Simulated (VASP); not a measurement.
# SiGe (P6_3mc) in VASP: further runs, part 2 of 2

VASP 6.6.1. The steps go on from the part before.

## Step 3: Single point, PBEsol (biaxial strain in the a-b plane: -3.0 %)

INCAR reads:

```
ALGO = Normal
EDIFF = 1E-6
ENCUT = 520
GGA = PS
ISIF = 2
ISMEAR = 0
LASPH = T
LCHARG = T
LELF = T
LREAL = F
LVHAR = T
LWAVE = F
NBANDS = 26
NELM = 60
PREC = Accurate
SIGMA = 0.02
```

KPOINTS reads:

```
k-points
0
Gamma
  12 12 6
```

POSCAR reads:

```
SiGe
1.0
    3.7835789826      0.0000000000      0.0000000000
   -1.8917894913      3.2766755162      0.0000000000
    0.0000000000      0.0000000000      6.5593738394
Si Ge
2 2
Direct
    0.6666666667      0.3333333333      0.8726216216
    0.3333333333      0.6666666667      0.3726216216
    0.6666666667      0.3333333333      0.5023773784
    0.3333333333      0.6666666667      0.0023773784
```

Potentials or basis: VASP PAW PBE potentials, release 64 (Si, Ge_d).

Launch:

```
$ cat potpaw_PBE.64/Si/POTCAR potpaw_PBE.64/Ge_d/POTCAR > POTCAR
$ mpirun -np 1 vasp_std > vasp.out
```

OUTCAR:

```text
EDIFF = 1E-6
   ENCUT = 520
   GGA = PS
   ISIF = 2
   ISMEAR = 0
   LASPH = T
   LREAL = F
   NELM = 60
   PREC = Accurate

 ion  position               nearest neighbor table
   1  0.667  0.333  0.873-   4 2.34   4 2.34   4 2.34   3 2.43
   2  0.333  0.667  0.373-   3 2.34   3 2.34   3 2.34   4 2.43
   3  0.667  0.333  0.502-   2 2.34   2 2.34   2 2.34   1 2.43
   4  0.333  0.667  0.002-   1 2.34   1 2.34   1 2.34   2 2.43

  LATTYP: Found a hexagonal cell.
 ALAT       =     3.7835789826
 C/A-ratio  =     1.7336426356

  Lattice vectors:

 A1 = (   3.7835789826,   0.0000000000,   0.0000000000)
 A2 = (  -1.8917894913,   3.2766755162,   0.0000000000)
 A3 = (   0.0000000000,   0.0000000000,   6.5593738394)

Analysis of symmetry for initial positions (statically):
=====================================================================
 Subroutine PRICEL returns:
 Original cell was already a primitive cell.

 Routine SETGRP: Setting up the symmetry group for a
 hexagonal supercell.

[... 168 lines left out ...]
  free energy    TOTEN  =       -21.15146254 eV

  energy without entropy =      -21.15146254  energy(sigma->0) =      -21.15146254

 E-fermi :   6.2109     XC(G=0): -10.0737

 val. band max:        6.1048247946   @ k =   0.0000   0.0000   0.0000
 cond. band min:       6.2947595220   @ k =   0.4167   0.0000   0.3333
 fundamental gap:      0.1899347274
 Fermi energy:         6.2109072931

 k-point     1 :       0.0000    0.0000    0.0000
  band No.  band energies     occupation
      1     -18.5643      2.00000
      2     -18.5633      2.00000
      3     -18.5610      2.00000
      4     -18.5610      2.00000
      5     -18.5577      2.00000
      6     -18.5577      2.00000
[... 685 lines left out ...]
     25      13.4196      0.00000
     26      13.7025      0.00000

 [... further k-points ...]

------------------------ aborting loop because EDIFF is reached ----------------------------------------

  FORCE on cell =-STRESS in cart. coord.  units (eV):
  Direction    XX          YY          ZZ          XY          YZ          ZX
  --------------------------------------------------------------------------------------
  -------------------------------------------------------------------------------------
  Total        3.4872292      3.4872292     -1.1364800      0.0000000      0.0000000      0.0000000
  in kB       68.7056491     68.7056491    -22.3910139      0.0000000      0.0000000      0.0000000
  external PRESSURE =      38.3400948 kB  Pullay stress =       0.0000000 kB

 VOLUME and BASIS-vectors are now :
 -----------------------------------------------------------------------------
  energy-cutoff  :      520.00
  volume of cell :       81.32
      direct lattice vectors                 reciprocal lattice vectors
     3.783578983  0.000000000  0.000000000     0.264300020  0.152593688  0.000000000
    -1.891789491  3.276675516  0.000000000     0.000000000  0.305187375  0.000000000
     0.000000000  0.000000000  6.559373839     0.000000000  0.000000000  0.152453576

 POSITION                                       TOTAL-FORCE (eV/Angst)
 -----------------------------------------------------------------------------------
      1.89179      1.09223      5.72385        -0.000000      0.000000     -0.223077
     -0.00000      2.18445      2.44416         0.000000     -0.000000     -0.223077
      1.89179      1.09223      3.29528         0.000000      0.000000      0.223077
     -0.00000      2.18445      0.01559        -0.000000      0.000000      0.223077
 -----------------------------------------------------------------------------------
    total drift:                               -0.000001     -0.000001     -0.003282

  FREE ENERGIE OF THE ION-ELECTRON SYSTEM (eV)
  ---------------------------------------------------
  free  energy   TOTEN  =       -21.1514625419 eV

  energy  without entropy=      -21.1514625419  energy(sigma->0) =      -21.15146254
```

OSZICAR:

```text
N       E                     dE             d eps       ncg     rms          rms(c)
DAV:   1     0.264402773556E+03    0.26440E+03   -0.17591E+04  4578   0.302E+03
DAV:   2     0.214206222487E+02   -0.24298E+03   -0.23378E+03  4008   0.637E+02
DAV:   3    -0.198940556171E+02   -0.41315E+02   -0.40853E+02  4774   0.155E+02
DAV:   4    -0.215516847953E+02   -0.16576E+01   -0.16548E+01  4728   0.342E+01
DAV:   5    -0.215866623915E+02   -0.34978E-01   -0.34967E-01  4916   0.562E+00    0.618E+00
DAV:   6    -0.212858529921E+02    0.30081E+00   -0.13162E-01  4502   0.251E+00    0.360E+00
DAV:   7    -0.211490712577E+02    0.13678E+00   -0.23860E-01  4364   0.298E+00    0.258E-01
DAV:   8    -0.211511867316E+02   -0.21155E-02   -0.23147E-02  4916   0.136E+00    0.145E-01
DAV:   9    -0.211513395126E+02   -0.15278E-03   -0.68220E-04  5074   0.225E-01    0.106E-01
DAV:  10    -0.211514504084E+02   -0.11090E-03   -0.10667E-04  4944   0.594E-02    0.299E-02
DAV:  11    -0.211514616116E+02   -0.11203E-04   -0.24288E-05  4056   0.269E-02    0.498E-03
DAV:  12    -0.211514625419E+02   -0.93029E-06   -0.18976E-06  3944   0.974E-03
   1 F= -.21151463E+02 E0= -.21151463E+02  d E =-.363999E-11
```

Wall time 53 s (1 thread of Intel Xeon 6975P-C (Granite Rapids), shared host); peak memory 0.27 GiB.

What came out:

```yaml
Free_energy: -21.1515 eV
Pressure: 3.8 GPa
Largest_force: 0.223 eV/Å
Band_gap_on_the_k_mesh: 0.19 eV (least direct gap 1.01 eV)
```

Forces on the atoms (eV/Å):
```
Si   0.000  0.000 -0.223
Si   0.000  0.000 -0.223
Ge   0.000  0.000  0.223
Ge   0.000  0.000  0.223
```

Stress tensor (GPa, compression positive):
```
 6.87  0.00  0.00
 0.00  6.87  0.00
 0.00  0.00 -2.24
```

Caveat: the cell differs from its parent crystal (biaxial strain in the a-b plane: -3.0 %); the stress differs along the axes, from -2 to 7 GPa; semilocal functionals underestimate gaps, and a narrow one can read as zero; the PAW data sets were made with another functional, which shifts forces and pressure a little. A k mesh can miss the band edges.

## Step 4: Single point, PBEsol (biaxial strain in the a-b plane: -2.0 %, then relaxed in part)

INCAR reads:

```
SYSTEM = SiGe
ALGO     = Normal         ! electronic algorithm
EDIFF    = 1E-6           ! SCF threshold, eV
ENCUT    = 520            ! plane-wave cutoff, eV
GGA      = PS             ! functional
ISIF     = 2              ! what is computed and relaxed
ISMEAR   = 0              ! smearing method
LASPH    = .TRUE.         ! aspherical terms in the spheres
LCHARG   = .FALSE.        ! write CHGCAR
LREAL    = .FALSE.        ! projectors in reciprocal space
LWAVE    = .FALSE.        ! write WAVECAR
NBANDS   = 26             ! bands
NELM     = 80             ! most SCF steps
PREC     = Accurate       ! precision mode
SIGMA    = 0.02           ! smearing width, eV
```

KPOINTS reads:

```
k-points
0
G
  12 12 6
  0 0 0
```

POSCAR reads:

```
SiGe
1.0
    3.8225849515      0.0000000000      0.0000000000
   -1.9112924758      3.3104556761      0.0000000000
    0.0000000000      0.0000000000      6.4871692009
Si Ge
2 2
Direct
    0.6666666667      0.3333333333      0.8726216216
    0.3333333333      0.6666666667      0.3726216216
    0.6666666667      0.3333333333      0.5023773784
    0.3333333333      0.6666666667      0.0023773784
```

Launch:

```
$ cat potpaw_PBE.64/Si/POTCAR potpaw_PBE.64/Ge_d/POTCAR > POTCAR
$ mpirun -np 1 vasp_std > vasp.out
```

Run time: 47 s. Hardware: 1 thread of Intel Xeon 6975P-C (Granite Rapids), shared host; peak memory 0.27 GiB.

It converged, with:

```
Free energy            : -21.2167 eV
Pressure               : 2.9 GPa
Largest force          : 0.005 eV/Å
Band gap on the k mesh : 0.25 eV (least direct gap 0.76 eV)
```

Forces on the atoms (eV/Å):
```
Si   0.000  0.000  0.005
Si   0.000  0.000  0.005
Ge   0.000  0.000 -0.005
Ge   0.000  0.000 -0.005
```

Stress tensor (GPa, compression positive):
```
 4.33  0.00  0.00
 0.00  4.33  0.00
 0.00  0.00 -0.06
```

Levels at points of the mesh, in eV from the valence-band top:
```csv
k point,band 14,band 15,band 16,band 17,band 18,band 19,band 20,band 21,band 22,band 23
"(0.00, 0.00, 0.00)",-1.55,-1.55,-0.60,0.00,0.00,0.76,1.34,2.07,2.07,2.79
"(0.50, 0.00, 0.00)",-6.65,-5.05,-3.28,-3.25,-1.64,0.37,1.93,2.93,3.24,3.91
"(0.00, 0.00, 0.50)",-4.92,-0.94,-0.94,-0.94,-0.94,1.51,1.51,3.11,3.11,3.11
"(0.50, 0.00, 0.50)",-7.83,-2.90,-2.90,-2.61,-2.61,0.48,0.48,1.63,1.63,5.69
```

Caveat: the cell differs from its parent crystal (biaxial strain in the a-b plane: -2.0 %, then relaxed in part); semilocal functionals underestimate gaps, and a narrow one can read as zero; the PAW data sets were made with another functional, which shifts forces and pressure a little. A k mesh can miss the band edges.

## Step 5: Single point, PBEsol (biaxial strain in the a-b plane: -2.0 %)

INCAR reads:

```
  ALGO = Normal
  EDIFF = 1E-6
  ENCUT = 520
  GGA = PS
  ISIF = 2
  ISMEAR = 0
  LASPH = True
  LCHARG = True
  LELF = True
  LREAL = False
  LVHAR = True
  LWAVE = False
  NBANDS = 26
  NELM = 80
  PREC = Accurate
  SIGMA = 0.02
```

KPOINTS reads:

```
k-points
0
Gamma
  12 12 6
```

POSCAR reads:

```
SiGe
1.0
    3.8225849515      0.0000000000      0.0000000000
   -1.9112924758      3.3104556762      0.0000000000
    0.0000000000      0.0000000000      6.5207134828
Si Ge
2 2
Direct
    0.6666666667      0.3333333333      0.8736214996
    0.3333333333      0.6666666667      0.3736214996
    0.6666666667      0.3333333333      0.5013775004
    0.3333333333      0.6666666667      0.0013775004
```

Launch:

```
$ cat potpaw_PBE.64/Si/POTCAR potpaw_PBE.64/Ge_d/POTCAR > POTCAR
$ mpirun -np 1 vasp_std > vasp.out
```

It took 48 s on 1 thread of Intel Xeon 6975P-C (Granite Rapids), shared host; peak memory 0.28 GiB.

It converged, with:

| Quantity | Value |
| --- | --- |
| Free energy | -21.2119 eV |
| Pressure | 2.5 GPa |
| Largest force | 0.198 eV/Å |
| Band gap on the k mesh | 0.29 eV (least direct gap 0.82 eV) |

Forces in eV/Å, atoms in the order of the input:
```
Si   0.000  0.000 -0.198
Si   0.000  0.000 -0.198
Ge   0.000  0.000  0.198
Ge   0.000  0.000  0.198
```

Stress tensor (GPa, compression positive):
```
 4.55  0.00  0.00
 0.00  4.55  0.00
 0.00  0.00 -1.63
```

Levels at points of the mesh, in eV from the valence-band top:
| k point | band 14 | band 15 | band 16 | band 17 | band 18 | band 19 | band 20 | band 21 | band 22 | band 23 |
| --- | --- | --- | --- | --- | --- | --- | --- | --- | --- | --- |
| (0.00, 0.00, 0.00) | -1.49 | -1.49 | -0.50 | 0.00 | 0.00 | 0.82 | 1.26 | 2.15 | 2.15 | 2.78 |
| (0.50, 0.00, 0.00) | -6.65 | -4.94 | -3.19 | -3.18 | -1.64 | 0.42 | 1.93 | 3.01 | 3.36 | 3.82 |
| (0.00, 0.00, 0.50) | -4.85 | -0.90 | -0.90 | -0.90 | -0.90 | 1.55 | 1.55 | 3.15 | 3.15 | 3.15 |
| (0.50, 0.00, 0.50) | -7.79 | -2.84 | -2.84 | -2.57 | -2.57 | 0.52 | 0.52 | 1.64 | 1.64 | 5.75 |

Caveat: the cell differs from its parent crystal (biaxial strain in the a-b plane: -2.0 %); the stress differs along the axes, from -2 to 5 GPa; semilocal functionals underestimate gaps, and a narrow one can read as zero; the PAW data sets were made with another functional, which shifts forces and pressure a little. A k mesh can miss the band edges.

## Step 6: Single point, PBEsol (biaxial strain in the a-b plane: -1.0 %, then relaxed in part)

INCAR reads:

```
SYSTEM = SiGe
ALGO = Normal ; EDIFF = 1E-7
ENCUT = 520 ; GGA = PS
ISIF = 2 ; ISMEAR = 0
LASPH = .TRUE. ; LCHARG = .FALSE.
LREAL = .FALSE. ; LWAVE = .FALSE.
NBANDS = 26 ; NELM = 60
PREC = Accurate ; SIGMA = 0.02
```

KPOINTS reads:

```
k-points
0
G
  12 12 6
  0 0 0
```

POSCAR reads:

```
SiGe
1.0
    3.8615909204      0.0000000000      0.0000000000
   -1.9307954602      3.3442358361      0.0000000000
    0.0000000000      0.0000000000      6.4645690569
Si Ge
2 2
Direct
    0.6666666667      0.3333333333      0.8736214996
    0.3333333333      0.6666666667      0.3736214996
    0.6666666667      0.3333333333      0.5013775004
    0.3333333333      0.6666666667      0.0013775004
```

Potentials or basis: VASP PAW PBE potentials, release 64 (Si, Ge_d).

Launch:

```
$ cat potpaw_PBE.64/Si/POTCAR potpaw_PBE.64/Ge_d/POTCAR > POTCAR
$ mpirun -np 1 vasp_std > vasp.out
```

It took 58 s on 1 thread of Intel Xeon 6975P-C (Granite Rapids), shared host; peak memory 0.28 GiB.

The run converged. Its results:

- Free energy: -21.2504 eV
- Pressure: 1.4 GPa
- Band gap on the k mesh: 0.32 eV (least direct gap 0.59 eV)

Stress tensor (GPa, compression positive):
```
 2.08  0.00  0.00
 0.00  2.08  0.00
 0.00  0.00 -0.04
```

Levels at points of the mesh, in eV from the valence-band top:
```
           k point  band 16  band 17  band 18  band 19  band 20  band 21
(0.00, 0.00, 0.00)    -0.45     0.00     0.00     0.59     1.45     2.05
(0.50, 0.00, 0.00)    -3.22    -3.15    -1.58     0.36     1.95     3.07
(0.00, 0.00, 0.50)    -0.96    -0.96    -0.96     1.36     1.36     3.09
(0.50, 0.00, 0.50)    -2.75    -2.56    -2.56     0.56     0.56     1.70
```

Caveat: the cell differs from its parent crystal (biaxial strain in the a-b plane: -1.0 %, then relaxed in part); semilocal functionals underestimate gaps, and a narrow one can read as zero; the PAW data sets were made with another functional, which shifts forces and pressure a little. A k mesh can miss the band edges.

## Step 7: Relaxation of the atoms, PBEsol

This run uses another cell than the first one, of 21.29 Å³/atom.

INCAR reads:

```
SYSTEM = SiGe
PREC = Accurate
ENCUT = 520
EDIFF = 1E-7
ISMEAR = 0
SIGMA = 0.02
LREAL = .False.
LASPH = .True.
NELM = 100
ALGO = Normal
ISIF = 2
LWAVE = .False.
LCHARG = .False.
GGA = PS
IBRION = 2
NSW = 60
EDIFFG = -0.01
KPAR = 4
```

KPOINTS reads:

```
regular mesh
0
Gamma
  12 12 6
  0 0 0
```

POSCAR reads:

```
SiGe
1.0
    3.9044512986      0.0000000000      0.0000000000
   -1.9522256493      3.3813540124      0.0000000000
    0.0000000000      0.0000000000      6.4507830000
Si Ge
2 2
Direct
    0.6666666700      0.3333333300      0.8746070000
    0.3333333300      0.6666666700      0.3746070000
    0.6666666700      0.3333333300      0.5003920000
    0.3333333300      0.6666666700      0.0003920000
```

Launch:

```
$ cat potpaw_PBE.64/Si/POTCAR potpaw_PBE.64/Ge_d/POTCAR > POTCAR
$ mpirun -np 4 vasp_std > vasp.out
```

It took 54 s on 4 MPI ranks of Intel Xeon Platinum 8175M at 2.50GHz (Skylake/Cascade Lake), shared host; peak memory 0.28 GiB.

The run converged. Its results:

```
Free energy               : -21.2611 eV
Energy gained by relaxing : 0.0 meV/atom
Ionic steps               : 2
Pressure after relaxing   : -0.3 GPa
Band gap on the k mesh    : 0.35 eV (least direct gap 0.40 eV)
```

Final structure:
```
Si Ge
1.0
     3.90445    0.00000    0.00000
    -1.95223    3.38135    0.00000
     0.00000    0.00000    6.45078
Si Ge
2 2
Direct
  0.66667 0.33333 0.87453
  0.33333 0.66667 0.37453
  0.66667 0.33333 0.50047
  0.33333 0.66667 0.00047
```

Levels at points of the mesh, in eV from the valence-band top:
```
           k point  band 15  band 16  band 17  band 18  band 19  band 20  band 21  band 22
(0.00, 0.00, 0.00)    -1.58    -0.32     0.00     0.00     0.40     1.46     2.03     2.03
(0.50, 0.00, 0.00)    -4.77    -3.17    -3.03    -1.53     0.35     1.96     3.19     3.31
(0.00, 0.00, 0.50)    -0.97    -0.97    -0.97    -0.97     1.20     1.20     3.08     3.08
(0.50, 0.00, 0.50)    -2.60    -2.60    -2.52    -2.52     0.61     0.61     1.78     1.78
```

Caveat: semilocal functionals underestimate gaps, and a narrow one can read as zero; the PAW data sets were made with another functional, which shifts forces and pressure a little. A k mesh can miss the band edges.

## Step 8: The runs side by side

| task | cell | gap on the mesh (eV) | pressure (GPa) | largest force (eV/Å) |
| --- | --- | --- | --- | --- |
| single point | a = 3.784, b = 3.784, c = 6.510 Å, angles 90.0, 90.0, 120.0°, 4 atoms, atomic positions A | 0.16 | 4.5 | - |
| single point | a = 3.784, b = 3.784, c = 6.559 Å, angles 90.0, 90.0, 120.0°, 4 atoms, atomic positions B | 0.19 | 3.8 | 0.22 |
| single point | a = 3.823, b = 3.823, c = 6.487 Å, angles 90.0, 90.0, 120.0°, 4 atoms, atomic positions B | 0.25 | 2.9 | 0.01 |
| single point | a = 3.823, b = 3.823, c = 6.521 Å, angles 90.0, 90.0, 120.0°, 4 atoms, atomic positions C | 0.29 | 2.5 | 0.20 |
| single point | a = 3.862, b = 3.862, c = 6.465 Å, angles 90.0, 90.0, 120.0°, 4 atoms, atomic positions C | 0.32 | 1.4 | - |
| relaxation of the atoms | atoms relaxed from a = 3.904, b = 3.904, c = 6.451 Å, angles 90.0, 90.0, 120.0°, 4 atoms, atomic positions D | 0.35 | -0.3 | - |

Alike in all rows: level PBEsol; potentials or basis VASP PAW PBE potentials, release 64 (Si, Ge_d); no spin polarisation; k mesh 12 × 12 × 6; cutoff (eV) 520; smearing gaussian 0.02 eV.

Caveats: semilocal functionals underestimate gaps, and a narrow one can read as zero; the PAW data sets were made with another functional, which shifts forces and pressure a little; the stress differs along the axes, from -0 to 7 GPa (at least some runs); the stress differs along the axes, from -2 to 7 GPa (at least some runs); the stress differs along the axes, from -2 to 5 GPa (at least some runs).

Total energies depend on the potentials used, so only differences within one code and one set of settings carry meaning.
